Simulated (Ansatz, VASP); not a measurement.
**Two plane-wave programs on SrO**

```
Sr O
1.0
     0.00000    2.59751    2.59751
     2.59751    0.00000    2.59751
     2.59751    2.59751    0.00000
Sr O
1 1
Direct
  0.50000 0.50000 0.50000
  0.00000 0.00000 0.00000
```

Alike in both runs: task single point; functional PBE; k mesh 12 × 12 × 12; occupations gaussian, width 0.05 eV; non-collinear spin, spin-orbit coupling.

|  | VASP | Ansatz |
| --- | --- | --- |
| version | VASP 6.6.1 | Ansatz 0.2.0 |
| potentials or method | VASP PAW PBE potentials, release 64 (Sr_sv, O), cutoff 520 eV | plane waves, PAW |
| valence electrons in the cell | 16 | 16 |

|  | VASP | Ansatz | Ansatz less VASP |
| --- | --- | --- | --- |
| pressure (GPa) | 0.5 | 0.0 | -0.50 |
| net moment per atom (μB) | 0.00 | 0.00 | 0.000 |

With one functional, cell and mesh, what is left measures potentials, basis and numerics.
